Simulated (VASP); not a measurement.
# Os (Fm-3m) in VASP: further runs, part 2 of 2

VASP 6.6.1. Earlier steps stand in the parts before.

### 6 Relaxation of cell and atoms, LDA, target pressure 10 GPa, at which the enthalpy is minimised

This run uses another cell than the first one, of 14.72 Å³/atom.

The input, INCAR:

```
PREC = Accurate
ENCUT = 600
EDIFF = 1E-7
ISMEAR = 1
SIGMA = 0.05
LREAL = False
LASPH = True
NELM = 120
ALGO = Normal
ISIF = 3
LWAVE = False
LCHARG = False
GGA = CA
IBRION = 2
NSW = 50
EDIFFG = -0.01
PSTRESS = 100.0
GGA_COMPAT = False
NELMIN = 4
```

The input, KPOINTS:

```
regular mesh
0
Gamma
  9 9 9
```

The input, POSCAR:

```
Os
1.0
    0.0000000000      1.9450000000      1.9450000000
    1.9450000000      0.0000000000      1.9450000000
    1.9450000000      1.9450000000      0.0000000000
Os
1
Direct
    0.0000000000      0.0000000000      0.0000000000
```

Potentials or basis: VASP PAW LDA potentials, release 64 (Os).

Launch:

```console
$ cat potpaw_LDA.64/Os/POTCAR > POTCAR
$ mpirun -np 1 vasp_std > vasp.out
```

It took 32 s on 1 thread of Intel Xeon 8259CL, shared host; peak memory 0.15 GiB.

It converged, with:

| Item | Value |
| --- | --- |
| Free energy | -12.5156 eV |
| Relaxed volume | 13.48 Å³/atom |
| Relaxed cell | a = 2.672 Å, b = 2.672 Å, c = 2.672 Å, α = 60.00°, β = 60.00°, γ = 60.00° |
| Space group after relaxing (to 0.1 Å) | Fm-3m (No. 225) |
| Energy change on relaxing (the run minimises the enthalpy) | -69.8 meV/atom |
| Ionic steps | 5 |
| Pressure after relaxing | 10.1 GPa |
| Band gap on the k mesh | zero (bands 4 and 5 overlap by 3.81 eV) |

Step by step:
```csv
step,energy change (eV),largest force (eV/Å),pressure (GPa),volume (Å³)
1,0.0000,0.0000,-25.16,14.72
2,5.5629,0.0000,550.19,8.85
3,-0.0785,0.0000,1.72,13.72
4,-0.0753,0.0000,6.12,13.59
5,-0.0698,0.0000,10.08,13.48
```

Final structure:
```
Os
1.0
     0.00000    1.88913    1.88913
     1.88913    0.00000    1.88913
     1.88913    1.88913    0.00000
Os
1
Direct
  0.00000 0.00000 0.00000
```

Levels at points of the mesh, in eV from the Fermi level:
```tsv
k point	band 1	band 2	band 3	band 4	band 5	band 6	band 7	band 8
(0.00, 0.00, 0.00)	-11.22	-3.33	-3.33	-3.33	-0.08	-0.08	14.15	20.16
```

Caveat: the cell is relaxed towards a set pressure, so the run minimises the enthalpy, not the energy; spin-orbit coupling is left out, which moves the levels of the heavy elements.

### 7 Relaxation of cell and atoms, LDA, target pressure 20 GPa, at which the enthalpy is minimised

This run uses another cell than the first one, of 14.72 Å³/atom.

The input, INCAR:

```
SYSTEM = Os
PREC = Accurate
ENCUT = 600
EDIFF = 1E-7
ISMEAR = 1
SIGMA = 0.05
LREAL = .FALSE.
LASPH = .TRUE.
NELM = 120
ALGO = Normal
ISIF = 3
LWAVE = .FALSE.
LCHARG = .FALSE.
GGA = CA
IBRION = 2
NSW = 50
EDIFFG = -0.01
PSTRESS = 200.0
GGA_COMPAT = .FALSE.
NELMIN = 4
```

The input, KPOINTS:

```
regular mesh
0
G
  9 9 9
  0 0 0
```

POSCAR is that of step 6.

Launch:

```console
$ cat potpaw_LDA.64/Os/POTCAR > POTCAR
$ mpirun -np 1 vasp_std > vasp.out
```

It took 56 s on 1 thread of Intel Xeon 8259CL, shared host; peak memory 0.16 GiB.

The run converged. Its results:

```yaml
Free_energy: -12.4917 eV
Relaxed_volume: 13.23 Å³/atom
Relaxed_cell: a = 2.655 Å, b = 2.655 Å, c = 2.655 Å, α = 60.00°, β = 60.00°, γ = 60.00°
Space_group_after_relaxing_to_0.1_Å: Fm-3m (No. 225)
Energy_change_on_relaxing_the_run_minimises_the_enthalpy: -45.9 meV/atom
Ionic_steps: 16
Pressure_after_relaxing: 20.0 GPa
Band_gap_on_the_k_mesh: zero (bands 4 and 5 overlap by 3.93 eV)
```

The path:
```
step  energy change (eV)  largest force (eV/Å)  pressure (GPa)  volume (Å³)
   1              0.0000                0.0000          -25.16        14.72
   2             11.9837                0.0000         1059.29         7.53
   3             -0.0763                0.0000            5.16        13.62
   4             -0.0667                0.0000           11.77        13.44
   5             -0.0451                0.0000           20.26        13.22
   6             -0.0486                0.0000           19.09        13.25
   7             -0.0484                0.0000           19.18        13.25
   8             -0.0476                0.0000           19.44        13.24
   9             -0.0476                0.0000           19.45        13.24
  10             -0.0475                0.0000           19.46        13.24
  11             -0.0475                0.0000           19.49        13.24
  12             -0.0473                0.0000           19.54        13.24
  13             -0.0470                0.0000           19.64        13.24
  14             -0.0464                0.0000           19.85        13.23
  15             -0.0451                0.0000           20.26        13.22
  16             -0.0459                0.0000           20.00        13.23
```

Final structure:
```cif
data_structure
_symmetry_space_group_name_H-M 'P 1'
_symmetry_Int_Tables_number 1
_cell_length_a 2.6546
_cell_length_b 2.6546
_cell_length_c 2.6546
_cell_angle_alpha 60.000
_cell_angle_beta 60.000
_cell_angle_gamma 60.000
_cell_volume 13.23
loop_
_atom_site_label
_atom_site_type_symbol
_atom_site_fract_x
_atom_site_fract_y
_atom_site_fract_z
_atom_site_occupancy
Os1 Os 0.00000 0.00000 0.00000 1
```

Levels at points of the mesh, in eV from the Fermi level:
| k point | band 1 | band 2 | band 3 | band 4 | band 5 | band 6 | band 7 | band 8 |
| --- | --- | --- | --- | --- | --- | --- | --- | --- |
| (0.00, 0.00, 0.00) | -11.39 | -3.42 | -3.42 | -3.42 | -0.07 | -0.07 | 14.13 | 20.26 |

Caveat: the cell is relaxed towards a set pressure, so the run minimises the enthalpy, not the energy; spin-orbit coupling is left out, which moves the levels of the heavy elements. Zero-point motion and thermal expansion aren't in these numbers.

### 8 Summary

```tsv
task	cell	gap on the mesh (eV)	pressure (GPa)
single point	a = 2.688 Å, angles 60.0°, 1 atom	none	1.3
single point	a = 2.678 Å, angles 60.0°, 1 atom	none	6.4
relaxation of cell and atoms	relaxed from a = 2.751 Å, angles 60.0°, 1 atom	none	0.0
relaxation of cell and atoms	relaxed to 5 GPa from a = 2.751 Å, angles 60.0°, 1 atom	none	5.0
relaxation of cell and atoms	relaxed to 10 GPa from a = 2.751 Å, angles 60.0°, 1 atom	none	10.1
relaxation of cell and atoms	relaxed to 20 GPa from a = 2.751 Å, angles 60.0°, 1 atom	none	20.0
```

Alike in all rows: level LDA; potentials or basis VASP PAW LDA potentials, release 64 (Os); no spin polarisation; k mesh 9 × 9 × 9; cutoff (eV) 600; smearing methfessel-paxton 0.05 eV.

Caveats: spin-orbit coupling is left out, which moves the levels of the heavy elements; the cell is relaxed towards a set pressure, so the run minimises the enthalpy, not the energy (at least some runs); the cell stands under pressure (at least some runs).

Total energies depend on the potentials used, so only differences within one code and one set of settings carry meaning.
